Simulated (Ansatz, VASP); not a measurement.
BaTiO3 in VASP and in Ansatz

File INCAR:

```
SYSTEM = BaTiO3
PREC = Accurate ; ENCUT = 520
EDIFF = 1E-7 ; ISMEAR = -1
SIGMA = 0.05 ; LREAL = .FALSE.
LASPH = .TRUE. ; NELM = 100
ALGO = Normal ; ISIF = 2
LWAVE = .FALSE. ; LCHARG = .FALSE.
GGA = CA ; NBANDS = 28
```

The input KPOINTS:

```
Automatic mesh
0
G
  8 8 8
  0 0 0
```

POSCAR

```
BaTiO3
1.0
    4.0073000000      0.0601095000      0.0601095000
    0.0601095000      4.0073000000      0.0601095000
    0.0601095000      0.0601095000      4.0073000000
Ba Ti O
1 1 3
Direct
    0.5000000000      0.5000000000      0.5000000000
    0.0000000000      0.0000000000      0.0000000000
    0.5000000000      0.0000000000      0.0000000000
    0.0000000000      0.5000000000      0.0000000000
    0.0000000000      0.0000000000      0.5000000000
```

Input for Ansatz:

```yaml
crystal:
  lattice:
    - [4.0073, 0.0601095, 0.0601095]
    - [0.0601095, 4.0073, 0.0601095]
    - [0.0601095, 0.0601095, 4.0073]
  atoms:
    - { symbol: Ba, position: [0.5, 0.5, 0.5] }
    - { symbol: Ti, position: [0.0, 0.0, 0.0] }
    - { symbol: O, position: [0.5, 0.0, 0.0] }
    - { symbol: O, position: [0.0, 0.5, 0.0] }
    - { symbol: O, position: [0.0, 0.0, 0.5] }
kpoints:
  mp_grid: { grid: [8, 8, 8] }
  band_path:
    path:
      - [0.0, 0.0, 0.0]
      - [0.5, 0.5, 0.5]
      - [0.5284899614, 0.4715100386, 0.5]
      - [0.5, -0.4715100386, 0.4715100386]
      - [0.5, 0.0, 0.0]
      - [0.0, 0.0, 0.0]
      - [0.4857550193, -0.4857550193, 0.0]
      - [0.5142449807, 0.0, 0.4857550193]
      - [0.5, 0.0, 0.5]
    npoints: 5
scf:
  occupations: { method: fermi_dirac, width: 0.05 }
hamiltonian:
  xc: lda
  pseudopotentials: { kind: all_electron, lapw: { basis_error: 0.001 } }
output:
  forces: true
  stress: true
  eigenvalues: true
```

Change from the starting cell: equal xy, yz and zx shear strains of +3 %.

Alike in both runs: task single point; functional LDA; k mesh 8 × 8 × 8; occupations fermi-dirac, width 0.05 eV; no spin polarisation.

|  | VASP | Ansatz |
| --- | --- | --- |
| version | VASP 6.6.1 | Ansatz 0.2.0 |
| potentials or method | VASP PAW LDA potentials, release 64 (Ba_sv, Ti_sv, O), cutoff 520 eV | all-electron LAPW, scalar-relativistic |

```csv
,VASP,Ansatz,Ansatz less VASP
pressure (GPa),-7.2,-9.2,-1.99
"traceless stress, the component that is largest in VASP (GPa)",-3.65,-3.53,+0.116
```

LDA's correlation is that of Perdew and Zunger in VASP and of Perdew and Wang (1992) in Ansatz. Ansatz ran all-electron here, and VASP with PAW potentials.

Neither program's run includes spin-orbit coupling.
